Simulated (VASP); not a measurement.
# Pt (P6_3/mmc) in VASP: further runs

Pt is run at these levels: LDA; tasks: relaxation of cell and atoms.

All numbers are computed with VASP 6.6.1; they aren't measurements. Logs are shortened: lines on timing, memory, paths and dates and some standing lists are left out, and cuts for length are marked.

## (1) The cell of the first run

Symmetry: P6_3/mmc, No. 194, hexagonal system. Conventional cell: a = 2.721 Å, b = 2.721 Å, c = 4.644 Å, α = 90.00°, β = 90.00°, γ = 120.00°. Within 3.6 Å of Pt (site symmetry -6m2) lie 12 Pt at 2.72 to 2.80 Å.

This isn't the form of Pt at room conditions, which is fcc.

## (2) Relaxation of cell and atoms, LDA, target pressure 5 GPa, at which the enthalpy is minimised

The input, INCAR:

```
SYSTEM = Pt
PREC = Accurate
ENCUT = 600
EDIFF = 1E-7
ISMEAR = -5
SIGMA = 0.15
LREAL = .False.
LASPH = .True.
NELM = 100
ALGO = Fast
ISIF = 3
LWAVE = .False.
LCHARG = .False.
GGA = CA
IBRION = 2
NSW = 80
EDIFFG = -0.001
PSTRESS = 50.0
```

The input, KPOINTS:

```
regular mesh
0
Gamma
  18 18 10
  0 0 0
```

The input, POSCAR:

```
Pt
1.0
    2.7209011778      0.0000000000      0.0000000000
   -1.3604505889      2.3563695412      0.0000000000
    0.0000000000      0.0000000000      4.6437050061
Pt
2
Direct
    0.6666666667      0.3333333333      0.7500000000
    0.3333333333      0.6666666667      0.2500000000
```

Potentials or basis: VASP PAW LDA potentials, release 64 (Pt).

Launch:

```sh
$ cat potpaw_LDA.64/Pt/POTCAR > POTCAR
$ mpirun -np 1 vasp_std > vasp.out
```

OUTCAR:

```text
SYSTEM = Pt
   PREC = Accurate
   ENCUT = 600
   EDIFF = 1E-7
   ISMEAR = -5
   LREAL = .False.
   LASPH = .True.
   NELM = 100
   ISIF = 3
   GGA = CA
   IBRION = 2
   NSW = 80
   EDIFFG = -0.001
   PSTRESS = 50.0

 ion  position               nearest neighbor table
   1  0.667  0.333  0.750-   2 2.80   2 2.80   2 2.80   2 2.80   2 2.80   2 2.80
   2  0.333  0.667  0.250-   1 2.80   1 2.80   1 2.80   1 2.80   1 2.80   1 2.80

  LATTYP: Found a hexagonal cell.
 ALAT       =     2.7209011778
 C/A-ratio  =     1.7066790385

  Lattice vectors:

 A1 = (   2.7209011778,   0.0000000000,   0.0000000000)
 A2 = (  -1.3604505889,   2.3563695412,   0.0000000000)
 A3 = (   0.0000000000,   0.0000000000,   4.6437050061)

Analysis of symmetry for initial positions (statically):
=====================================================================
 Subroutine PRICEL returns:
 Original cell was already a primitive cell.

 Routine SETGRP: Setting up the symmetry group for a
 hexagonal supercell.

 Subroutine GETGRP returns: Found 24 space group operations
 (whereof 12 operations were pure point group operations)
 out of a pool of 24 trial point group operations.

The static configuration has the point symmetry D_3d.
 The point group associated with its full space group is D_6h.

Analysis of symmetry for dynamics (positions and initial velocities):
=====================================================================
 Subroutine PRICEL returns:
 Original cell was already a primitive cell.

 Routine SETGRP: Setting up the symmetry group for a
 hexagonal supercell.

 Subroutine GETGRP returns: Found 24 space group operations
 (whereof 12 operations were pure point group operations)
 out of a pool of 24 trial point group operations.

The dynamic configuration has the point symmetry D_3d.
 The point group associated with its full space group is D_6h.

 Subroutine INISYM returns: Found 24 space group operations
 (whereof 12 operations are pure point group operations),
 and found     1 'primitive' translations

----------------------------------------------------------------------------------------

                                     Primitive cell

  volume of cell :      29.7729

  direct lattice vectors                    reciprocal lattice vectors
     2.720901178  0.000000000  0.000000000     0.367525292  0.212190826  0.000000000
    -1.360450589  2.356369541  0.000000000     0.000000000  0.424381653  0.000000000
     0.000000000  0.000000000  4.643705006     0.000000000  0.000000000  0.215345290

  length of vectors
     2.720901178  2.720901178  4.643705006     0.424381653  0.424381653  0.215345290

  position of ions in fractional coordinates (direct lattice)
     0.666666667  0.333333333  0.750000000
     0.333333333  0.666666667  0.250000000

  ion indices of the primitive-cell ions
   primitive index   ion index
                 1           1
                 2           2

----------------------------------------------------------------------------------------

 KPOINTS: regular mesh

Automatic generation of k-mesh.
 Grid dimensions read from file:
 generate k-points for:   18   18   10

 Generating k-lattice:

  Cartesian coordinates                     Fractional coordinates (reciprocal lattice)
     0.020418072  0.011788379  0.000000000     0.055555556  0.000000000  0.000000000
     0.000000000  0.023576758  0.000000000     0.000000000  0.055555556  0.000000000
     0.000000000  0.000000000  0.021534529     0.000000000  0.000000000  0.100000000

  Length of vectors
     0.023576758  0.023576758  0.021534529

  Shift w.r.t. Gamma in fractional coordinates (k-lattice)
     0.000000000  0.000000000  0.000000000

 TETIRR: Found   3295 inequivalent tetrahedra from    19440

 Subroutine IBZKPT returns following result:
 ===========================================

 Found    222 irreducible k-points:

 Following reciprocal coordinates:
            Coordinates               Weight
  0.000000  0.000000  0.000000      1.000000
  0.055556 -0.000000  0.000000      6.000000
  0.111111 -0.000000  0.000000      6.000000
  0.166667 -0.000000  0.000000      6.000000
  0.222222 -0.000000  0.000000      6.000000
  0.277778 -0.000000  0.000000      6.000000
[... 16 lines left out ...]
  0.333333  0.111111  0.000000     12.000000
  0.388889  0.111111  0.000000     12.000000
 [... further k-points ...]
   k-points           NKPTS =    222   k-points in BZ     NKDIM =    222   number of bands    NBANDS=     14
   number of dos      NEDOS =    301   number of ions     NIONS =      2
   total plane-waves  NPLWV =  23040
   dimension x,y,z NGX =    24 NGY =   24 NGZ =   40
   dimension x,y,z NGXF=    48 NGYF=   48 NGZF=   80
   ions per type =               2
   NGX,Y,Z   is equivalent  to a cutoff of  14.66, 14.66, 14.32 a.u.
   NGXF,Y,Z  is equivalent  to a cutoff of  29.33, 29.33, 28.64 a.u.
 SYSTEM =  Pt
   PREC   = accura    normal or accurate (medium, high low for compatibility)
   ISTART =      0    job   : 0-new  1-cont  2-samecut
   ICHARG =      2    charge: 1-file 2-atom 10-const
   ISPIN  =      1    spin polarized calculation?
   LNONCOLLINEAR =      F non collinear calculations
   LSORBIT =      F    spin-orbit coupling
   LASPH  =      T    aspherical Exc in radial PAW
   ENCUT  =  600.0 eV  44.10 Ry    6.64 a.u.   5.43  5.43  9.27*2*pi/ulx,y,z
   NELM   =    100;   NELMIN=  2; NELMDL= -5     # of ELM steps
   EDIFF  = 0.1E-06   stopping-criterion for ELM
   LREAL  =      F    real-space projection
   EDIFFG = -.1E-02   stopping-criterion for IOM
   NSW    =     80    number of steps for IOM
   IBRION =      2    ionic relax: 0-MD 1-quasi-New 2-CG
   NFREE  =      1    steps in history (QN), initial steepest desc. (CG)
   ISIF   =      3    stress and relaxation
   ISYM   =      2    0-nonsym 1-usesym 2-fastsym
   POTIM  = 0.5000    time-step for ionic-motion
   TEBEG  =    0.0;   TEEND  =   0.0 temperature during run
   PSTRESS=   50.0 pullay stress
   NELECT =      20.0000    total number of electrons
   NUPDOWN=      -1.0000    fix difference up-down
   EMIN   =  10.00;   EMAX   =-10.00  energy-range for DOS
   EFERMI =   0.00;   METHOD = LEGACY
   ISMEAR =    -5;   SIGMA  =   0.15  broadening in eV -4-tet -1-fermi 0-gaus
   EFERMI_NEDOS =   21; number of points for ismear=-14 and -15
   IALGO  =     68    algorithm
   IMIX   =      4    mixing-type and parameters
     AMIX     =   0.40;   BMIX     =  1.00
     AMIX_MAG =   1.60;   BMIX_MAG =  1.00
  volume/ion in A,a.u.               =      14.89       100.46
  Fermi-wavevector in a.u.,A,eV,Ry     =   1.433765  2.709423 27.969243  2.055681
  Thomas-Fermi vector in A             =   2.553247
   LORBIT       =      0    0 simple, 1 ext, 2 COOP (PROOUT), +10 PAW based schemes
   GGA     = CA    functional components
   LHFCALC =     F    Hartree Fock is set to
   AEXX    =    0.0000 exact exchange contribution
   IVDW    =     0    specifies the selected vdW correction
   LEPSILON=     F    determine dielectric tensor
   LRPA    =     F    only Hartree local field effects (RPA)
 conjugate gradient relaxation of ions
 non-spin polarized calculation
 RMM-DIIS sequential band-by-band and
 Fermi weights with tetrahedron method with Bloechl corrections
  energy-cutoff  :      600.00
  volume of cell :       29.77
 maximum number of plane-waves:      1021
 NGX is ok and might be reduce to    24
   NGX = 11   NGY = 11   NGZ = 19

--------------------------------------- Ionic step        1  -------------------------------------------

 number of electron      20.0000000 magnetization

 Free energy of the ion-electron system (eV)
  ---------------------------------------------------
  ext. energy  EPLUGINS =         0.00000000
  ---------------------------------------------------
  free energy    TOTEN  =       -14.87869487 eV

  energy without entropy =      -14.87869487  energy(sigma->0) =      -14.87869487

------------------------ aborting loop because EDIFF is reached ----------------------------------------

  FORCE on cell =-STRESS in cart. coord.  units (eV):
  Direction    XX          YY          ZZ          XY          YZ          ZX
  --------------------------------------------------------------------------------------
  -------------------------------------------------------------------------------------
  Total       -0.1539702     -0.1539702      0.2666779      0.0000000      0.0000000      0.0000000
  in kB       -8.2856492     -8.2856492     14.3508252      0.0000000      0.0000000      0.0000000
  external PRESSURE =     -50.7401577 kB  Pullay stress =      50.0000000 kB

 VOLUME and BASIS-vectors are now :
 -----------------------------------------------------------------------------
  energy-cutoff  :      600.00
  volume of cell :       29.77
      direct lattice vectors                 reciprocal lattice vectors
     2.720901178  0.000000000  0.000000000     0.367525292  0.212190826  0.000000000
    -1.360450589  2.356369541  0.000000000     0.000000000  0.424381653  0.000000000
     0.000000000  0.000000000  4.643705006     0.000000000  0.000000000  0.215345290
[... 274 lines left out ...]
  FREE ENERGIE OF THE ION-ELECTRON SYSTEM (eV)
  ---------------------------------------------------
  free  energy   TOTEN  =       -14.8728710688 eV

  energy  without entropy=      -14.8728710688  energy(sigma->0) =      -14.87287107

  enthalpy is  TOTEN    =       -13.9582176980 eV   P V=        0.9146533708

--------------------------------------- Ionic step        9  -------------------------------------------

 number of electron      19.9999998 magnetization

 Free energy of the ion-electron system (eV)
  ---------------------------------------------------
  ext. energy  EPLUGINS =         0.00000000
  ---------------------------------------------------
  free energy    TOTEN  =       -14.87294780 eV

  energy without entropy =      -14.87294780  energy(sigma->0) =      -14.87294780

 E-fermi :  11.6742     XC(G=0): -13.8499

 val. band max:       11.7717160955   @ k =   0.2222   0.2222   0.5000
 cond. band min:      11.4392632757   @ k =   0.0000   0.0000   0.0000
 fundamental gap:     -0.3324528198
 Fermi energy:        11.6741945008

 k-point     1 :       0.0000    0.0000    0.0000
  band No.  band energies     occupation
      1       1.1317      2.00000
      2       3.8601      2.00000
      3       7.2808      2.00000
      4       7.8022      2.00000
      5       7.8022      2.00000
      6       8.2362      2.00000
      7       8.2362      2.00000
      8       9.5772      2.00000
      9       9.5772      2.00000
     10      10.6864      2.00000
     11      11.4393      2.00000
     12      11.4393      0.83369
     13      16.9791      0.00000
     14      26.5863      0.00000

 k-point     2 :       0.0556   -0.0000    0.0000
  band No.  band energies     occupation
      1       1.2518      2.00000
      2       3.9713      2.00000
      3       7.2605      2.00000
      4       7.8029      2.00000
      5       7.8972      2.00000
      6       8.1729      2.00000
      7       8.3267      2.00000
      8       9.4333      2.00000
      9       9.5125      2.00000
     10       9.9870      2.00000
[... 362 lines left out ...]
 k-point    24 :       0.3889    0.1111    0.0000
  band No.  band energies     occupation
      1       4.8716      2.00000
      2       4.9794      2.00000
      3       5.4119      2.00000
      4       7.7892      2.00000
      5       7.9886      2.00000
      6       8.0743      2.00000
      7       8.4334      2.00000
      8      11.2190      2.00031
      9      11.5158      1.98548
     10      11.7713     -0.05276
     11      13.8240      0.00000
     12      17.1352      0.00000
     13      18.9900      0.00000
     14      21.2149      0.00000

 [... further k-points ...]

------------------------ aborting loop because EDIFF is reached ----------------------------------------

  FORCE on cell =-STRESS in cart. coord.  units (eV):
  Direction    XX          YY          ZZ          XY          YZ          ZX
  --------------------------------------------------------------------------------------
  -------------------------------------------------------------------------------------
  Total        0.9160666      0.9160666      0.9149541      0.0000000      0.0000000      0.0000000
  in kB       50.0730355     50.0730355     50.0122269      0.0000000      0.0000000      0.0000000
  external PRESSURE =       0.0527660 kB  Pullay stress =      50.0000000 kB

 VOLUME and BASIS-vectors are now :
 -----------------------------------------------------------------------------
  energy-cutoff  :      600.00
  volume of cell :       29.31
      direct lattice vectors                 reciprocal lattice vectors
     2.699998691  0.000000000  0.000000000     0.370370550  0.213833537 -0.000000000
    -1.349999345  2.338267456  0.000000000     0.000000000  0.427667073 -0.000000000
     0.000000000  0.000000000  4.642757276    -0.000000000 -0.000000000  0.215389248

 POSITION                                       TOTAL-FORCE (eV/Angst)
 -----------------------------------------------------------------------------------
      1.35000      0.77942      3.48207        -0.000000     -0.000000      0.000000
     -0.00000      1.55884      1.16069         0.000000      0.000000      0.000000
 -----------------------------------------------------------------------------------
    total drift:                               -0.000000      0.000000     -0.000000

  FREE ENERGIE OF THE ION-ELECTRON SYSTEM (eV)
  ---------------------------------------------------
  free  energy   TOTEN  =       -14.8729478039 eV

  energy  without entropy=      -14.8729478039  energy(sigma->0) =      -14.87294780

  enthalpy is  TOTEN    =       -13.9582173461 eV   P V=        0.9147304578

 reached required accuracy - stopping structural energy minimisation
```

Run time: 8.6 min. Hardware: 1 thread of Intel Xeon Platinum 8259CL at 2.50GHz (Skylake/Cascade Lake), shared host; peak memory 0.25 GiB.

What came out:

* Free energy: -14.8729 eV
* Relaxed volume: 14.66 Å³/atom
* Relaxed cell: a = 2.700 Å, b = 2.700 Å, c = 4.643 Å, α = 90.00°, β = 90.00°, γ = 120.00°
* Space group after relaxing (to 0.1 Å): P6_3/mmc (No. 194)
* Energy change on relaxing (the run minimises the enthalpy): +2.9 meV/atom
* Ionic steps: 9
* Pressure after relaxing: 5.0 GPa
* Band gap on the k mesh: zero (bands 10 and 11 overlap by 1.44 eV)

The path:
```csv
step,energy change (eV),largest force (eV/Å),pressure (GPa),volume (Å³)
1,0.0000,0.0000,-0.07,29.77
2,0.1449,0.0000,25.27,27.79
3,0.0065,0.0000,4.98,29.30
4,0.0069,0.0000,5.14,29.29
5,0.0059,0.0000,5.08,29.31
6,0.0059,0.0000,5.06,29.31
7,0.0053,0.0000,4.83,29.33
8,0.0058,0.0000,5.03,29.31
9,0.0057,0.0000,5.01,29.31
```

Final structure:
```
Pt
1.0
     2.70000    0.00000    0.00000
    -1.35000    2.33827    0.00000
     0.00000    0.00000    4.64276
Pt
2
Direct
  0.66667 0.33333 0.75000
  0.33333 0.66667 0.25000
```

Caveat: the cell is relaxed towards a set pressure, so the run minimises the enthalpy, not the energy; spin-orbit coupling is left out, which moves the levels of the heavy elements; tetrahedron occupations give inexact forces and stress in metals.

## (3) Relaxation of cell and atoms, LDA, target pressure 22 GPa, at which the enthalpy is minimised

This run uses another cell than the first one, of 14.39 Å³/atom.

The input, INCAR:

```
SYSTEM = Pt
ALGO = Normal ; EDIFF = 1E-6
EDIFFG = -0.001 ; ENCUT = 600
IBRION = 2 ; ISIF = 3
ISMEAR = -1 ; LASPH = .True.
LCHARG = .False. ; LREAL = .False.
LWAVE = .False. ; NELM = 80
NSW = 80 ; PREC = Accurate
PSTRESS = 220.0 ; SIGMA = 0.15
```

The input, KPOINTS:

```
k-points
0
Gamma
  18 18 10
  0 0 0
```

The input, POSCAR:

```
Pt
1.0
    2.6931602720      0.0000000000      0.0000000000
   -1.3465801360      2.3323452120      0.0000000000
    0.0000000000      0.0000000000      4.5819302342
Pt
2
Direct
    0.6666666667      0.3333333333      0.7500000000
    0.3333333333      0.6666666667      0.2500000000
```

Potentials or basis: VASP PAW LDA potentials, release 64 (Pt).

Launch:

```sh
$ cat potpaw_LDA.64/Pt/POTCAR > POTCAR
$ mpirun -np 1 vasp_std > vasp.out
```

Run time: 7.9 min. Hardware: 1 thread of Intel Xeon Platinum 8259CL at 2.50GHz (Skylake/Cascade Lake), shared host; peak memory 0.24 GiB.

The run converged. Its results:

```yaml
Free_energy: -14.8875 eV
Relaxed_volume: 14.02 Å³/atom
Relaxed_cell: a = 2.673 Å, b = 2.673 Å, c = 4.532 Å, α = 90.00°, β = 90.00°, γ = 120.00°
Space_group_after_relaxing_to_0.1_Å: P6_3/mmc (No. 194)
Energy_change_on_relaxing_the_run_minimises_the_enthalpy: +39.0 meV/atom
Ionic_steps: 10
Pressure_after_relaxing: 22.0 GPa
Band_gap_on_the_k_mesh: zero (bands 10 and 11 overlap by 1.55 eV)
```

Step by step:
| step | energy change (eV) | largest force (eV/Å) | pressure (GPa) | volume (Å³) |
| --- | --- | --- | --- | --- |
| 1 | 0.0000 | 0.0000 | 11.99 | 28.78 |
| 2 | 0.9252 | 0.0000 | 79.13 | 25.20 |
| 3 | 0.0729 | 0.0000 | 21.49 | 28.08 |
| 4 | 0.0770 | 0.0000 | 21.91 | 28.05 |
| 5 | 0.0790 | 0.0000 | 22.13 | 28.03 |
| 6 | 0.0793 | 0.0000 | 22.14 | 28.03 |
| 7 | 0.0792 | 0.0000 | 22.14 | 28.03 |
| 8 | 0.0736 | 0.0000 | 21.57 | 28.07 |
| 9 | 0.0778 | 0.0000 | 21.97 | 28.04 |
| 10 | 0.0781 | 0.0000 | 21.99 | 28.04 |

Final structure:
```cif
data_structure
_symmetry_space_group_name_H-M 'P 1'
_symmetry_Int_Tables_number 1
_cell_length_a 2.6728
_cell_length_b 2.6728
_cell_length_c 4.5322
_cell_angle_alpha 90.000
_cell_angle_beta 90.000
_cell_angle_gamma 120.000
_cell_volume 28.04
loop_
_atom_site_label
_atom_site_type_symbol
_atom_site_fract_x
_atom_site_fract_y
_atom_site_fract_z
_atom_site_occupancy
Pt1 Pt 0.66667 0.33333 0.75000 1
Pt2 Pt 0.33333 0.66667 0.25000 1
```

Levels at points of the mesh, in eV from the Fermi level:
| k point | band 7 | band 8 | band 9 | band 10 | band 11 | band 12 | band 13 | band 14 |
| --- | --- | --- | --- | --- | --- | --- | --- | --- |
| (0.00, 0.00, 0.00) | -3.67 | -2.42 | -2.42 | -1.12 | -0.32 | -0.32 | 5.79 | 14.69 |
| (0.50, 0.00, 0.00) | -3.35 | 0.09 | 0.24 | 0.53 | 2.46 | 4.08 | 7.88 | 9.58 |
| (0.00, 0.00, 0.50) | -4.20 | -4.20 | -1.02 | -1.02 | -1.02 | -1.02 | 13.10 | 13.10 |
| (0.50, 0.00, 0.50) | -1.20 | -1.20 | 0.41 | 0.41 | 1.66 | 1.66 | 7.26 | 7.26 |

Caveat: the cell is relaxed towards a set pressure, so the run minimises the enthalpy, not the energy; spin-orbit coupling is left out, which moves the levels of the heavy elements.
